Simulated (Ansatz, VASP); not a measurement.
## Two plane-wave programs on ZrSi2

```xyz
6
Lattice="1.8417 -7.4356 0.0000 1.8417 7.4356 0.0000 0.0000 0.0000 3.6733" Properties=species:S:1:pos:R:3 pbc="T T T"
Zr    1.8417   -5.8605    0.9183
Zr    1.8417    5.8605    2.7549
Si    1.8417    0.7653    2.7549
Si    1.8417   -0.7653    0.9183
Si    1.8417    3.7141    0.9183
Si    1.8417   -3.7141    2.7549
```

Alike in both runs: task single point; functional r2SCAN; k mesh 6 × 6 × 6; occupations gaussian, width 0.1 eV; no spin polarisation.

|  | VASP | Ansatz |
| --- | --- | --- |
| version | VASP 6.6.1 | Ansatz 0.2.0 |
| potentials or method | VASP PAW PBE potentials, release 64 (Zr_sv, Si), cutoff 520 eV | scalar-relativistic, plane waves, PAW |
| valence electrons in the cell | 40 | 40 |

|  | VASP | Ansatz | Ansatz less VASP |
| --- | --- | --- | --- |
| gap on the k mesh at the Fermi level (eV) | none | none | - |
| pressure (GPa) | 0.0 | 0.0 | +0.05 |
| traceless stress, the component that is largest in VASP (GPa) | 0.86 | 0.84 | -0.022 |
| rms of the force components (eV/Å) | 0.009 | 0.013 | +0.0040 |

VASP's potentials were made for PBE, not for r2SCAN. Atom by atom the forces differ by 0.005 eV/Å (rms over components). A gap of «none» marks a metal or a gap that the smearing closes.
